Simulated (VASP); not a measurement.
A run of VASP 6.6.1 is set up as follows.

Contents of INCAR:

```
SYSTEM = TiMoSe4
PREC     = Accurate       ! precision mode
ENCUT    = 520            ! plane-wave cutoff, eV
EDIFF    = 1E-6           ! SCF threshold, eV
ISMEAR   = 0              ! smearing method
SIGMA    = 0.1            ! smearing width, eV
LREAL    = .False.        ! projectors in reciprocal space
LASPH    = .True.         ! aspherical terms in the spheres
NELM     = 100            ! most SCF steps
ALGO     = Normal         ! electronic algorithm
ISIF     = 2              ! what is computed and relaxed
LWAVE    = .False.        ! write WAVECAR
LCHARG   = .False.        ! write CHGCAR
GGA      = PE             ! functional
NBANDS   = 34             ! bands
```

Contents of KPOINTS:

```
regular mesh
0
Gamma
  12 12 4
  0 0 0
```

File POSCAR:

```
TiMoSe4
1.0
    3.4237282597      0.0000000000      0.0000000000
   -1.7118641299      2.9650356485      0.0000000000
    0.0000000000      0.0000000000     13.7111205551
Ti Mo Se
1 1 4
Direct
    0.0000000000      0.0000000000      0.0000000000
    0.0000000000      0.0000000000      0.5000000000
    0.6666666667      0.3333333333      0.8833329754
    0.3333333333      0.6666666667      0.1166670246
    0.6666666667      0.3333333333      0.3797975922
    0.3333333333      0.6666666667      0.6202024078
```

Potentials or basis: VASP PAW PBE potentials, release 64 (Ti_sv, Mo_sv, Se).

Command:

```bash
$ cat potpaw_PBE.64/Ti_sv/POTCAR potpaw_PBE.64/Mo_sv/POTCAR potpaw_PBE.64/Se/POTCAR > POTCAR
$ mpirun -np 1 vasp_std > vasp.out
```

Task: What does it give for the largest force?

Result: 0.033 eV/Å.

Task: What does it give for the pressure?

Result: 0.1 GPa.

Task: Estimate the band gap on the k mesh.

Result: Zero (bands 25 and 26 overlap by 0.56 eV).

Forces on the atoms (eV/Å):
```
Ti   0.000  0.000  0.000
Mo   0.000  0.000  0.000
Se   0.000  0.000 -0.021
Se   0.000  0.000  0.021
Se   0.000  0.000 -0.033
Se   0.000  0.000  0.033
```

Caveat: this functional lacks dispersion, which binds the layers, so the pressure and a relaxed spacing across them are unreliable.
